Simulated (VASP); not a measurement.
Here is a VASP 6.6.1 calculation.

The input INCAR:

```
PREC = Accurate
ENCUT = 520
EDIFF = 1E-7
ISMEAR = 0
SIGMA = 0.1
LREAL = F
LASPH = T
NELM = 150
ALGO = Normal
ISIF = 2
LWAVE = F
LCHARG = T
ISPIN = 2
MAGMOM = 2.5 2.5
LORBIT = 11
LMAXMIX = 4
GGA = PE
LELF = T
LVHAR = T
NBANDS = 20
```

File KPOINTS:

```
regular mesh
0
Gamma
  13 13 7
```

The input POSCAR:

```
Co
1.0
    2.4208680830      0.0000000000      0.0000000000
   -1.2104340415      2.0965332615      0.0000000000
    0.0000000000      0.0000000000      3.9294452464
Co
2
Direct
    0.3333333333      0.6666666667      0.2500000000
    0.6666666667      0.3333333333      0.7500000000
```

Potentials or basis: VASP PAW PBE potentials, release 64 (Co).

Launch:

```sh
$ cat potpaw_PBE.64/Co/POTCAR > POTCAR
$ mpirun -np 1 vasp_std > vasp.out
```

(1) Estimate the site moments.

(2) Predict the pressure.

(3) Estimate the net moment.

Answers

(1) Co +1.55 μB.

(2) 21.3 GPa.

(3) 3.10 μB per cell.
